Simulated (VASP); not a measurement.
Runs of VASP 6.6.1 on HfN (zincblende type). The structure is that of space group F-43m (No. 216), or close to it. The cells are those of the table. 

```tsv
task	cell	cutoff (eV)	gap on the mesh (eV)	pressure (GPa)
single point	a = 3.417 Å, angles 60.0°, 2 atoms	520	none	9.9
single point	a = 3.011 Å, angles 60.0°, 2 atoms	520	none	195.0
single point	a = 2.848 Å, angles 60.0°, 2 atoms	520	none	(a)
relaxation of cell and atoms	relaxed from a = 3.386 Å, angles 60.0°, 2 atoms	600	none	0.0
```

Alike in all rows: level PBE; potentials or basis VASP PAW PBE potentials, release 64 (Hf_pv, N); no spin polarisation; k mesh 14 × 14 × 14; smearing fermi-dirac 0.08 eV.

Estimate the missing entries.

(a) 372.9.

Caveats: spin-orbit coupling is left out, which moves the levels of the heavy elements.

A k mesh can miss the band edges, and the runs leave out spin-orbit coupling on Hf.

A gap of «none» marks levels without a gap at the run's occupations.
